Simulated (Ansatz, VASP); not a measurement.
## C: VASP beside Ansatz

File INCAR:

```
SYSTEM = C
PREC     = Accurate       ! precision mode
ENCUT    = 520            ! plane-wave cutoff, eV
EDIFF    = 1E-6           ! SCF threshold, eV
ISMEAR   = -1             ! smearing method
SIGMA    = 0.05           ! smearing width, eV
LREAL    = .False.        ! projectors in reciprocal space
LASPH    = .True.         ! aspherical terms in the spheres
NELM     = 60             ! most SCF steps
ALGO     = Normal         ! electronic algorithm
ISIF     = 2              ! what is computed and relaxed
LWAVE    = .False.        ! write WAVECAR
LCHARG   = .False.        ! write CHGCAR
GGA      = PE             ! functional
NBANDS   = 11             ! bands
```

File KPOINTS:

```
Automatic mesh
0
Gamma
  18 18 18
  0 0 0
```

The input POSCAR:

```
C
1.0
    0.0000000000      2.1687164733      3.4136637295
    1.2520845459      0.0000000000      3.4136637295
    1.2520845459      2.1687164733      0.0000000000
C
2
Direct
    0.1666700000      0.8333300000      0.1666700000
    0.8333300000      0.1666700000      0.8333300000
```

Input for Ansatz:

```yaml
crystal:
  lattice:
    - [0.0, 2.1687164733, 3.4136637295]
    - [1.2520845459, 0.0, 3.4136637295]
    - [1.2520845459, 2.1687164733, 0.0]
  atoms:
    - { symbol: C, position: [0.16667, 0.83333, 0.16667] }
    - { symbol: C, position: [0.83333, 0.16667, 0.83333] }
kpoints:
  mp_grid: { grid: [18, 18, 18] }
  band_path:
    path:
      - [0.0, 0.0, 0.0]
      - [0.5, 0.0, 0.5]
      - [1.0, 0.5, 0.5]
      - [0.5, 0.5, 0.0]
      - [0.0, 0.0, 0.0]
      - [0.0, 0.3669630913, 0.3669630913]
      - [1.0, 0.6330369087, 0.6330369087]
      - [1.0, 0.5, 0.5]
      - [0.5, 0.0, 0.5]
    npoints: 5
scf:
  occupations: { method: fermi_dirac, width: 0.05 }
hamiltonian:
  xc: pbe
  pseudopotentials: { kind: all_electron, lapw: { basis_error: 0.00025 } }
output:
  forces: true
  stress: true
  eigenvalues: true
```

Change from the starting cell: volume scaled by 1.06.

Alike in both runs: task single point; functional PBE; k mesh 18 × 18 × 18; occupations fermi-dirac, width 0.05 eV; no spin polarisation.

|  | VASP | Ansatz |
| --- | --- | --- |
| version | VASP 6.6.1 | Ansatz 0.2.0 |
| potentials or method | VASP PAW PBE potentials, release 64 (C), cutoff 520 eV | all-electron LAPW, scalar-relativistic |

```csv
,VASP,Ansatz,Ansatz less VASP
pressure (GPa),-10.3,-10.8,-0.45
"traceless stress, the component that is largest in VASP (GPa)",13.36,13.91,+0.545
```

Ansatz ran all-electron here, and VASP with PAW potentials.
